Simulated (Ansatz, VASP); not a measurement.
**KSrBr3 in VASP and in Ansatz**

Contents of INCAR:

```
SYSTEM = KSrBr3
ALGO = Normal
EDIFF = 1E-7
ENCUT = 520
GGA = PE
ISIF = 2
ISMEAR = 0
LASPH = .TRUE.
LCHARG = .FALSE.
LREAL = .FALSE.
LWAVE = .FALSE.
NBANDS = 28
NELM = 60
PREC = Accurate
SIGMA = 0.01
```

Contents of KPOINTS:

```
k-points
0
G
  4 4 4
  0 0 0
```

POSCAR

```
KSrBr3
1.0
    6.1019413986      0.0000000000      0.0000000000
    0.0000000000      6.1019413986      0.0000000000
    0.0000000000      0.0000000000      6.1019413986
K Sr Br
1 1 3
Direct
    0.0000000000      0.0000000000      0.0000000000
    0.5000000000      0.5000000000      0.5000000000
    0.5000000000      0.5000000000      0.0000000000
    0.5000000000      0.0000000000      0.5000000000
    0.0000000000      0.5000000000      0.5000000000
```

Input for Ansatz:

```yaml
crystal:
  lattice:
    - [6.1019413986, 0.0, 0.0]
    - [0.0, 6.1019413986, 0.0]
    - [0.0, 0.0, 6.1019413986]
  atoms:
    - { symbol: K, position: [0.0, 0.0, 0.0] }
    - { symbol: Sr, position: [0.5, 0.5, 0.5] }
    - { symbol: Br, position: [0.5, 0.5, 0.0] }
    - { symbol: Br, position: [0.5, 0.0, 0.5] }
    - { symbol: Br, position: [0.0, 0.5, 0.5] }
kpoints:
  mp_grid: { grid: [4, 4, 4] }
hamiltonian:
  xc: pbe
scf:
  occupations: { method: fixed }
  n_extra_bands: 5
output:
  forces: true
  stress: true
  eigenvalues: true
```

Alike in both runs: task single point; functional PBE; k mesh 4 × 4 × 4; no spin polarisation.

|  | VASP | Ansatz |
| --- | --- | --- |
| version | VASP 6.6.1 | Ansatz 0.2.0 |
| potentials or method | VASP PAW PBE potentials, release 64 (K_sv, Sr_sv, Br) | plane waves, PAW |
| plane-wave cutoff (eV) | 520 | 420 |
| occupations | gaussian, width 0.01 eV | fixed |
| valence electrons in the cell | 40 | 40 |

Ansatz gave:

```
gap on the k mesh at the Fermi level (eV) : 3.64
pressure (GPa)                            : -0.9
```

Problem. Which values does VASP return?

Solution. gap on the k mesh at the Fermi level (eV): 3.64; pressure (GPa): -0.8.
